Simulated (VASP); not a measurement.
# TePb (Fm-3m) in VASP: further runs

TePb is run at these levels: PBE, r2SCAN; tasks: single point.

Everything below comes from runs of VASP 6.6.1. Logs are shortened: lines on timing, memory, paths and dates and some standing lists are left out, and cuts for length are marked.

## 1. The cell of the first run

Symmetry: Fm-3m, No. 225, cubic system. Conventional cell: a = 6.698 Å, b = 6.698 Å, c = 6.698 Å, α = 90.00°, β = 90.00°, γ = 90.00°. Pb (site symmetry m-3m) has 6 Te at 3.35 Å within 4.4 Å. Within 4.4 Å of Te (site symmetry m-3m) lie 6 Pb at 3.35 Å.

## 2. Single point, PBE (37.56 Å³/atom)

Contents of INCAR:

```
ALGO = Normal
EDIFF = 1E-6
ENCUT = 520
GGA = PE
ISIF = 2
ISMEAR = 0
LASPH = T
LCHARG = T
LELF = T
LREAL = F
LVHAR = T
LWAVE = F
NBANDS = 17
NELM = 100
PREC = Accurate
SIGMA = 0.01
```

Contents of KPOINTS:

```
k-points
0
Gamma
  6 6 6
```

Contents of POSCAR:

```
TePb
1.0
    0.0000000000      3.3490755487      3.3490755487
    3.3490755487      0.0000000000      3.3490755487
    3.3490755487      3.3490755487      0.0000000000
Pb Te
1 1
Direct
    0.0000000000      0.0000000000      0.0000000000
    0.5000000000      0.5000000000      0.5000000000
```

Potentials or basis: VASP PAW PBE potentials, release 64 (Pb_d, Te).

The run is started by

```
cat potpaw_PBE.64/Pb_d/POTCAR potpaw_PBE.64/Te/POTCAR > POTCAR
mpirun -np 1 vasp_std > vasp.out
```

OUTCAR:

```text
EDIFF = 1E-6
   ENCUT = 520
   GGA = PE
   ISIF = 2
   ISMEAR = 0
   LASPH = T
   LREAL = F
   NELM = 100
   PREC = Accurate

 ion  position               nearest neighbor table
   1  0.000  0.000  0.000-   2 3.35   2 3.35   2 3.35   2 3.35   2 3.35   2 3.35
   2  0.500  0.500  0.500-   1 3.35   1 3.35   1 3.35   1 3.35   1 3.35   1 3.35

  LATTYP: Found a face centered cubic cell.
 ALAT       =     6.6981510974

  Lattice vectors:

 A1 = (   0.0000000000,   3.3490755487,   3.3490755487)
 A2 = (   3.3490755487,   0.0000000000,   3.3490755487)
 A3 = (   3.3490755487,   3.3490755487,   0.0000000000)

Analysis of symmetry for initial positions (statically):
=====================================================================
 Subroutine PRICEL returns:
 Original cell was already a primitive cell.

 Routine SETGRP: Setting up the symmetry group for a
 face centered cubic supercell.

 Subroutine GETGRP returns: Found 48 space group operations
 (whereof 48 operations were pure point group operations)
 out of a pool of 48 trial point group operations.

The static configuration has the point symmetry O_h .

Analysis of symmetry for dynamics (positions and initial velocities):
=====================================================================
 Subroutine PRICEL returns:
 Original cell was already a primitive cell.

 Routine SETGRP: Setting up the symmetry group for a
 face centered cubic supercell.

 Subroutine GETGRP returns: Found 48 space group operations
 (whereof 48 operations were pure point group operations)
 out of a pool of 48 trial point group operations.

The dynamic configuration has the point symmetry O_h .

 Subroutine INISYM returns: Found 48 space group operations
 (whereof 48 operations are pure point group operations),
 and found     1 'primitive' translations

----------------------------------------------------------------------------------------

                                     Primitive cell

  volume of cell :      75.1285

  direct lattice vectors                    reciprocal lattice vectors
     0.000000000  3.349075549  3.349075549    -0.149294930  0.149294930  0.149294930
     3.349075549  0.000000000  3.349075549     0.149294930 -0.149294930  0.149294930
     3.349075549  3.349075549  0.000000000     0.149294930  0.149294930 -0.149294930

  length of vectors
     4.736308062  4.736308062  4.736308062     0.258586404  0.258586404  0.258586404

  position of ions in fractional coordinates (direct lattice)
     0.000000000  0.000000000  0.000000000
     0.500000000  0.500000000  0.500000000

  ion indices of the primitive-cell ions
   primitive index   ion index
                 1           1
                 2           2

----------------------------------------------------------------------------------------

 KPOINTS: k-points

Automatic generation of k-mesh.
 Grid dimensions read from file:
 generate k-points for:    6    6    6

 Generating k-lattice:

  Cartesian coordinates                     Fractional coordinates (reciprocal lattice)
    -0.024882488  0.024882488  0.024882488     0.166666667  0.000000000  0.000000000
     0.024882488 -0.024882488  0.024882488     0.000000000  0.166666667  0.000000000
     0.024882488  0.024882488 -0.024882488     0.000000000  0.000000000  0.166666667

  Length of vectors
     0.043097734  0.043097734  0.043097734

  Shift w.r.t. Gamma in fractional coordinates (k-lattice)
     0.000000000  0.000000000  0.000000000

 Subroutine IBZKPT returns following result:
 ===========================================

 Found     16 irreducible k-points:

 Following reciprocal coordinates:
            Coordinates               Weight
  0.000000  0.000000  0.000000      1.000000
  0.166667  0.000000  0.000000      8.000000
  0.333333  0.000000  0.000000      8.000000
  0.500000  0.000000  0.000000      4.000000
  0.166667  0.166667  0.000000      6.000000
  0.333333  0.166667  0.000000     24.000000
[... 8 lines left out ...]
 -0.333333  0.333333  0.166667     24.000000
 -0.333333  0.500000  0.166667     12.000000
   k-points           NKPTS =     16   k-points in BZ     NKDIM =     16   number of bands    NBANDS=     17
   number of dos      NEDOS =    301   number of ions     NIONS =      2
   total plane-waves  NPLWV =  46656
   dimension x,y,z NGX =    36 NGY =   36 NGZ =   36
   dimension x,y,z NGXF=    72 NGYF=   72 NGZF=   72
   ions per type =               1   1
   NGX,Y,Z   is equivalent  to a cutoff of  12.64, 12.64, 12.64 a.u.
   NGXF,Y,Z  is equivalent  to a cutoff of  25.27, 25.27, 25.27 a.u.
 SYSTEM =  unknown system
   PREC   = accura    normal or accurate (medium, high low for compatibility)
   ISTART =      0    job   : 0-new  1-cont  2-samecut
   ICHARG =      2    charge: 1-file 2-atom 10-const
   ISPIN  =      1    spin polarized calculation?
   LNONCOLLINEAR =      F non collinear calculations
   LSORBIT =      F    spin-orbit coupling
   LASPH  =      T    aspherical Exc in radial PAW
   ENCUT  =  520.0 eV  38.22 Ry    6.18 a.u.   8.81  8.81  8.81*2*pi/ulx,y,z
   NELM   =    100;   NELMIN=  2; NELMDL= -5     # of ELM steps
   EDIFF  = 0.1E-05   stopping-criterion for ELM
   LREAL  =      F    real-space projection
   EDIFFG = 0.1E-04   stopping-criterion for IOM
   NSW    =      0    number of steps for IOM
   IBRION =     -1    ionic relax: 0-MD 1-quasi-New 2-CG
   NFREE  =      0    steps in history (QN), initial steepest desc. (CG)
   ISIF   =      2    stress and relaxation
   ISYM   =      2    0-nonsym 1-usesym 2-fastsym
   POTIM  = 0.5000    time-step for ionic-motion
   TEBEG  =    0.0;   TEEND  =   0.0 temperature during run
   PSTRESS=    0.0 pullay stress
   NELECT =      20.0000    total number of electrons
   NUPDOWN=      -1.0000    fix difference up-down
   EMIN   =  10.00;   EMAX   =-10.00  energy-range for DOS
   EFERMI =   0.00;   METHOD = LEGACY
   ISMEAR =     0;   SIGMA  =   0.01  broadening in eV -4-tet -1-fermi 0-gaus
   EFERMI_NEDOS =   21; number of points for ismear=-14 and -15
   IALGO  =     38    algorithm
   IMIX   =      4    mixing-type and parameters
     AMIX     =   0.40;   BMIX     =  1.00
     AMIX_MAG =   1.60;   BMIX_MAG =  1.00
  volume/ion in A,a.u.               =      37.56       253.50
  Fermi-wavevector in a.u.,A,eV,Ry     =   1.053133  1.990133 15.090073  1.109089
  Thomas-Fermi vector in A             =   2.188243
   LORBIT       =      0    0 simple, 1 ext, 2 COOP (PROOUT), +10 PAW based schemes
   GGA     = PE    functional components
   LHFCALC =     F    Hartree Fock is set to
   AEXX    =    0.0000 exact exchange contribution
   IVDW    =     0    specifies the selected vdW correction
   LEPSILON=     F    determine dielectric tensor
   LRPA    =     F    only Hartree local field effects (RPA)
 non-spin polarized calculation
 Gauss-broadening in eV      SIGMA  =   0.01
  energy-cutoff  :      520.00
  volume of cell :       75.13
 maximum number of plane-waves:      2085
   NGX = 17   NGY = 17   NGZ = 17

 number of electron      19.9999999 magnetization

 Free energy of the ion-electron system (eV)
  ---------------------------------------------------
  ext. energy  EPLUGINS =         0.00000000
  ---------------------------------------------------
  free energy    TOTEN  =        -7.49624487 eV

  energy without entropy =       -7.49624487  energy(sigma->0) =       -7.49624487

 E-fermi :   4.3442     XC(G=0):  -8.8243

 val. band max:        4.3027978076   @ k =   0.5000   0.0000   0.0000
 cond. band min:       5.2285563017   @ k =   0.5000   0.0000   0.0000
 fundamental gap:      0.9257584941
 Fermi energy:         4.3441667418

 k-point     1 :       0.0000    0.0000    0.0000
  band No.  band energies     occupation
      1     -12.2774      2.00000
      2     -12.2774      2.00000
      3     -12.2754      2.00000
      4     -12.2754      2.00000
      5     -12.2754      2.00000
      6      -6.8786      2.00000
[... 9 lines left out ...]
     16      10.3384      0.00000
     17      11.4817      0.00000

 k-point     2 :       0.1667    0.0000    0.0000
  band No.  band energies     occupation
      1     -12.2794      2.00000
      2     -12.2794      2.00000
      3     -12.2748      2.00000
      4     -12.2727      2.00000
      5     -12.2727      2.00000
      6      -6.6778      2.00000
[... 9 lines left out ...]
     16      10.8029      0.00000
     17      12.9294      0.00000

 k-point     3 :       0.3333    0.0000    0.0000
  band No.  band energies     occupation
      1     -12.2840      2.00000
      2     -12.2840      2.00000
      3     -12.2737      2.00000
      4     -12.2669      2.00000
      5     -12.2669      2.00000
      6      -6.1413      2.00000
[... 9 lines left out ...]
     16      12.0684      0.00000
     17      14.7515      0.00000

 k-point     4 :       0.5000    0.0000    0.0000
  band No.  band energies     occupation
      1     -12.2863      2.00000
      2     -12.2862      2.00000
      3     -12.2732      2.00000
      4     -12.2640      2.00000
      5     -12.2640      2.00000
      6      -5.7096      2.00000
[... 9 lines left out ...]
     16      13.5727      0.00000
     17      13.5727      0.00000
[... 183 lines left out ...]
      1     -12.2955      2.00000
      2     -12.2782      2.00000
      3     -12.2750      2.00000
      4     -12.2652      2.00000
      5     -12.2635      2.00000
      6      -5.7823      2.00000
[... 9 lines left out ...]
     16      13.3754      0.00000
     17      13.6931      0.00000

 k-point    15 :      -0.3333    0.3333    0.1667
  band No.  band energies     occupation
      1     -12.2972      2.00000
      2     -12.2797      2.00000
      3     -12.2704      2.00000
      4     -12.2691      2.00000
      5     -12.2611      2.00000
      6      -5.5027      2.00000
[... 9 lines left out ...]
     16      14.5031      0.00000
     17      14.5897      0.00000

 k-point    16 :      -0.3333    0.5000    0.1667
  band No.  band energies     occupation
      1     -12.3042      2.00000
      2     -12.2759      2.00000
      3     -12.2753      2.00000
      4     -12.2648      2.00000
      5     -12.2590      2.00000
      6      -5.4622      2.00000
[... 9 lines left out ...]
     16      14.6149      0.00000
     17      15.4093      0.00000

------------------------ aborting loop because EDIFF is reached ----------------------------------------

  FORCE on cell =-STRESS in cart. coord.  units (eV):
  Direction    XX          YY          ZZ          XY          YZ          ZX
  --------------------------------------------------------------------------------------
  -------------------------------------------------------------------------------------
  Total       -0.9461470     -0.9461470     -0.9461470      0.0000000      0.0000000     -0.0000000
  in kB      -20.1773603    -20.1773603    -20.1773603      0.0000000      0.0000000     -0.0000000
  external PRESSURE =     -20.1773603 kB  Pullay stress =       0.0000000 kB

 VOLUME and BASIS-vectors are now :
 -----------------------------------------------------------------------------
  energy-cutoff  :      520.00
  volume of cell :       75.13
      direct lattice vectors                 reciprocal lattice vectors
     0.000000000  3.349075549  3.349075549    -0.149294930  0.149294930  0.149294930
     3.349075549  0.000000000  3.349075549     0.149294930 -0.149294930  0.149294930
     3.349075549  3.349075549  0.000000000     0.149294930  0.149294930 -0.149294930

 POSITION                                       TOTAL-FORCE (eV/Angst)
 -----------------------------------------------------------------------------------
      0.00000      0.00000      0.00000         0.000000      0.000000     -0.000000
      3.34908      3.34908      3.34908         0.000000      0.000000      0.000000
 -----------------------------------------------------------------------------------
    total drift:                               -0.000000      0.000000      0.000000

  FREE ENERGIE OF THE ION-ELECTRON SYSTEM (eV)
  ---------------------------------------------------
  free  energy   TOTEN  =        -7.4962448670 eV

  energy  without entropy=       -7.4962448670  energy(sigma->0) =       -7.49624487
```

Run time: 18 s. Hardware: 1 thread of Intel Xeon Platinum 8259CL at 2.50GHz (Skylake/Cascade Lake), shared host; peak memory 0.21 GiB.

Results:

| Property | Result |
| --- | --- |
| Free energy | -7.4962 eV |
| Pressure | -2.0 GPa |
| Band gap on the k mesh | 0.93 eV |

Caveat: spin-orbit coupling is left out, which moves the levels of the heavy elements.

## 3. Single point, r2SCAN (32.80 Å³/atom)

This run uses another cell than the first one, of 32.80 Å³/atom.

Contents of POSCAR:

```
TePb
1.0
    0.0000000000      3.2011275770      3.2011275770
    3.2011275770      0.0000000000      3.2011275770
    3.2011275770      3.2011275770      0.0000000000
Pb Te
1 1
Direct
    0.0000000000      0.0000000000      0.0000000000
    0.5000000000      0.5000000000      0.5000000000
```

Contents of INCAR.step1:

```
  ALGO = Normal
  EDIFF = 1E-4
  ENCUT = 520
  GGA = PE
  ISMEAR = 0
  LASPH = True
  LCHARG = False
  LREAL = False
  LWAVE = True
  NBANDS = 17
  NELM = 100
  PREC = Accurate
  SIGMA = 0.01
```

Contents of INCAR.step2:

```
  ALGO = Normal
  EDIFF = 1E-6
  ENCUT = 520
  ISIF = 2
  ISMEAR = 0
  ISTART = 1
  LASPH = True
  LCHARG = True
  LELF = True
  LMIXTAU = True
  LREAL = False
  LVHAR = True
  LWAVE = False
  METAGGA = R2SCAN
  NBANDS = 17
  NELM = 100
  PREC = Accurate
  SIGMA = 0.01
```

KPOINTS is that of step 2.

Potentials or basis: VASP PAW PBE potentials, release 64 (Pb_d, Te).

The run is started by

```
cat potpaw_PBE.64/Pb_d/POTCAR potpaw_PBE.64/Te/POTCAR > POTCAR
cp INCAR.step1 INCAR
mpirun -np 1 vasp_std > vasp.out
cp INCAR.step2 INCAR
mpirun -np 1 vasp_std > vasp.out
```

It took 60 s on 1 thread of Intel Xeon Platinum 8259CL at 2.50GHz (Skylake/Cascade Lake), shared host; peak memory 0.22 GiB.

Results (log left out):

* Free energy: -82.6685 eV
* Pressure: 3.0 GPa
* Band gap on the k mesh: 0.95 eV

Levels at points of the mesh, in eV from the valence-band top:
```csv
k point,band 8,band 9,band 10,band 11,band 12,band 13
"(0.00, 0.00, 0.00)",-1.63,-1.63,-1.63,4.36,4.36,4.36
"(0.50, 0.00, 0.00)",-1.13,-1.13,0.00,0.95,1.32,1.32
"(0.50, 0.50, 0.00)",-4.95,-3.16,-3.16,3.44,5.91,5.91
```

Caveat: the cell stands under pressure; the PAW data sets were made with another functional, which shifts forces and pressure a little; spin-orbit coupling is left out, which moves the levels of the heavy elements. A k mesh can miss the band edges.
